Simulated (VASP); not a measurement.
# NbAs (I4_1md) in VASP: notebook, part 2 of 2

VASP 6.6.1.

### 3 Single point, PBE

This run uses another cell than the first one, of 17.39 Å³/atom.

File INCAR:

```
PREC = Accurate
ENCUT = 520
EDIFF = 1E-7
ISMEAR = 0
SIGMA = 0.028999999999999998
LREAL = F
LASPH = T
NELM = 60
ALGO = Normal
ISIF = 2
LWAVE = F
LCHARG = T
GGA = PE
LELF = T
LVHAR = T
NBANDS = 26
```

File KPOINTS:

```
Automatic mesh
0
Gamma
  11 11 11
```

File POSCAR:

```
NbAs
1.0
   -1.7258500000      1.7258500000      5.8400000000
    1.7258500000     -1.7258500000      5.8400000000
    1.7258500000      1.7258500000     -5.8400000000
Nb As
2 2
Direct
    0.5000000000      0.0000000000      0.5000000000
    0.7500000000      0.7500000000      0.0000000000
    0.9160000000      0.4160000000      0.5000000000
    0.1660000000      0.1660000000      0.0000000000
```

Potentials or basis: VASP PAW PBE potentials, release 64 (Nb_sv, As).

The run is started by

```console
> cat potpaw_PBE.64/Nb_sv/POTCAR potpaw_PBE.64/As/POTCAR > POTCAR
> mpirun -np 1 vasp_std > vasp.out
```

OUTCAR:

```text
PREC = Accurate
   ENCUT = 520
   EDIFF = 1E-7
   ISMEAR = 0
   LREAL = F
   LASPH = T
   NELM = 60
   ISIF = 2
   GGA = PE

 ion  position               nearest neighbor table
   1  0.500  0.000  0.500-   4 2.60   4 2.60   3 2.63   3 2.63   3 2.63   3 2.63
   2  0.750  0.750  0.000-   3 2.60   3 2.60   4 2.63   4 2.63   4 2.63   4 2.63
   3  0.916  0.416  0.500-   2 2.60   2 2.60   1 2.63   1 2.63   1 2.63   1 2.63
   4  0.166  0.166  0.000-   1 2.60   1 2.60   2 2.63   2 2.63   2 2.63   2 2.63

  LATTYP: Found a body centered tetragonal cell.
 ALAT       =     3.4517000000
 C/A-ratio  =     3.3838398470

  Lattice vectors:

 A1 = (  -1.7258500000,   1.7258500000,   5.8400000000)
 A2 = (   1.7258500000,  -1.7258500000,   5.8400000000)
 A3 = (   1.7258500000,   1.7258500000,  -5.8400000000)

Analysis of symmetry for initial positions (statically):
=====================================================================
 Subroutine PRICEL returns:
 Original cell was already a primitive cell.

[... 168 lines left out ...]
  ---------------------------------------------------
  ext. energy  EPLUGINS =         0.00000000
  ---------------------------------------------------
  free energy    TOTEN  =       -32.50732327 eV

  energy without entropy =      -32.50705644  energy(sigma->0) =      -32.50718985

 E-fermi :   9.6571     XC(G=0): -11.8492

 val. band max:        9.6485895357   @ k =  -0.1818  -0.4545   0.1818
 cond. band min:       9.6727129229   @ k =  -0.1818   0.2727   0.1818
 fundamental gap:      0.0241233872
 Fermi energy:         9.6571266842

 k-point     1 :       0.0000    0.0000    0.0000
  band No.  band energies     occupation
      1     -45.4852      2.00000
      2     -45.4567      2.00000
      3     -21.7052      2.00000
      4     -21.5956      2.00000
      5     -21.5956      2.00000
      6     -21.4363      2.00000
[... 685 lines left out ...]
     25      13.4133      0.00000
     26      14.8839      0.00000

 [... further k-points ...]
[... 5 lines left out ...]
  --------------------------------------------------------------------------------------
  -------------------------------------------------------------------------------------
  Total        1.3505843      1.3505843      1.6026508      0.0000000      0.0000000      0.0000000
  in kB       31.0994967     31.0994967     36.9037554      0.0000000      0.0000000      0.0000000
  external PRESSURE =      33.0342496 kB  Pullay stress =       0.0000000 kB

 VOLUME and BASIS-vectors are now :
 -----------------------------------------------------------------------------
  energy-cutoff  :      520.00
  volume of cell :       69.58
      direct lattice vectors                 reciprocal lattice vectors
    -1.725850000  1.725850000  5.840000000     0.000000000  0.289712316  0.085616438
     1.725850000 -1.725850000  5.840000000     0.289712316  0.000000000  0.085616438
     1.725850000  1.725850000 -5.840000000     0.289712316  0.289712316  0.000000000

 POSITION                                       TOTAL-FORCE (eV/Angst)
 -----------------------------------------------------------------------------------
      0.00000      1.72585      0.00000        -0.000000      0.000000     -0.301973
      0.00000      0.00000      8.76000         0.000000     -0.000000     -0.301973
      0.00000      1.72585      4.85888        -0.000000     -0.000000      0.301973
      0.00000      0.00000      1.93888        -0.000000     -0.000000      0.301973
 -----------------------------------------------------------------------------------
    total drift:                               -0.000000     -0.000000     -0.000028

  FREE ENERGIE OF THE ION-ELECTRON SYSTEM (eV)
  ---------------------------------------------------
  free  energy   TOTEN  =       -32.5073232662 eV

  energy  without entropy=      -32.5070564405  energy(sigma->0) =      -32.50718985
```

OSZICAR:

```text
N       E                     dE             d eps       ncg     rms          rms(c)
DAV:   1     0.354535762105E+03    0.35454E+03   -0.19019E+04  6552   0.137E+03
DAV:   2    -0.448154742772E+01   -0.35902E+03   -0.34911E+03  7902   0.499E+02
DAV:   3    -0.324632425371E+02   -0.27982E+02   -0.27516E+02 11816   0.105E+02
DAV:   4    -0.343715654408E+02   -0.19083E+01   -0.18962E+01  9952   0.221E+01
DAV:   5    -0.344219102297E+02   -0.50345E-01   -0.50288E-01 11078   0.389E+00    0.110E+01
DAV:   6    -0.325128434781E+02    0.19091E+01   -0.64463E+00 10048   0.179E+01    0.310E+00
DAV:   7    -0.325128465266E+02   -0.30485E-05   -0.43408E-01  9462   0.371E+00    0.193E+00
DAV:   8    -0.325067911699E+02    0.60554E-02   -0.63588E-02 10342   0.157E+00    0.389E-01
DAV:   9    -0.325071066847E+02   -0.31551E-03   -0.46824E-03 10340   0.485E-01    0.230E-01
DAV:  10    -0.325073414095E+02   -0.23472E-03   -0.11346E-03  8378   0.296E-01    0.305E-02
DAV:  11    -0.325073289446E+02    0.12465E-04   -0.68194E-05 10494   0.606E-02    0.153E-02
DAV:  12    -0.325073242112E+02    0.47335E-05   -0.52563E-06  9764   0.241E-02    0.475E-03
DAV:  13    -0.325073237212E+02    0.48996E-06   -0.15707E-07  6740   0.374E-03    0.199E-03
DAV:  14    -0.325073232651E+02    0.45615E-06   -0.10529E-07  4926   0.395E-03    0.421E-04
DAV:  15    -0.325073232662E+02   -0.11710E-08   -0.22170E-08  4248   0.164E-03
   1 F= -.32507323E+02 E0= -.32507190E+02  d E =-.266826E-03
```

Wall time 15 min (1 thread of Intel Xeon 8259CL, shared host); peak memory 0.45 GiB.

Results:

| Property | Result |
| --- | --- |
| Free energy | -32.5073 eV |
| Pressure | 3.3 GPa |
| Largest force | 0.302 eV/Å |
| Band gap on the k mesh | 0.02 eV (least direct gap 0.07 eV) |

Forces on the atoms (eV/Å):
```
Nb   0.000  0.000 -0.302
Nb   0.000  0.000 -0.302
As   0.000  0.000  0.302
As   0.000  0.000  0.302
```

Caveat: the cell stands under pressure; an odd mesh through Γ misses points on the zone boundary, where band edges can lie.
